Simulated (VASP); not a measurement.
A run of VASP 6.6.1:

The input POSCAR:

```
SiC
1.0
    3.0760000000      0.0000000000      0.0000000000
   -1.5380000000      2.6638941420      0.0000000000
    0.0000000000      0.0000000000      5.0480000000
Si C
2 2
Direct
    0.6666666667      0.3333333333      0.5000000000
    0.3333333333      0.6666666667      0.0000000000
    0.6666666667      0.3333333333      0.8850000000
    0.3333333333      0.6666666667      0.3850000000
```

INCAR.step1

```
PREC = Accurate
ENCUT = 520
EDIFF = 1E-5
ISMEAR = 1
SIGMA = 0.05
LREAL = F
LASPH = T
NELM = 60
ALGO = Normal
ISIF = 2
LWAVE = T
LCHARG = F
GGA = PE
NBANDS = 16
```

Contents of INCAR.step2:

```
PREC = Accurate
ENCUT = 520
EDIFF = 1E-6
ISMEAR = 1
SIGMA = 0.05
LREAL = F
LASPH = T
NELM = 60
ALGO = Normal
ISIF = 2
LWAVE = F
LCHARG = F
GGA = PE
LHFCALC = T
HFSCREEN = 0.2079
PRECFOCK = Normal
ISTART = 1
NBANDS = 16
```

KPOINTS

```
Automatic mesh
0
Gamma
  5 5 3
```

Potentials or basis: VASP PAW PBE potentials, release 64 (Si, C).

Run with:

```console
$ cat potpaw_PBE.64/Si/POTCAR potpaw_PBE.64/C/POTCAR > POTCAR
$ cp INCAR.step1 INCAR
$ mpirun -np 1 vasp_std > vasp.out
$ cp INCAR.step2 INCAR
$ mpirun -np 1 vasp_std > vasp.out
```

Hardware: 1 thread of Intel(R) Xeon(R) 6975P-C (Granite Rapids), on a shared host.

Q: How long does it take, and how much memory?

A: Wall time 4.3 min on 1 thread of Intel(R) Xeon(R) 6975P-C (Granite Rapids), with other jobs on the host, peak memory 0.24 GiB. Counts: k points 10.
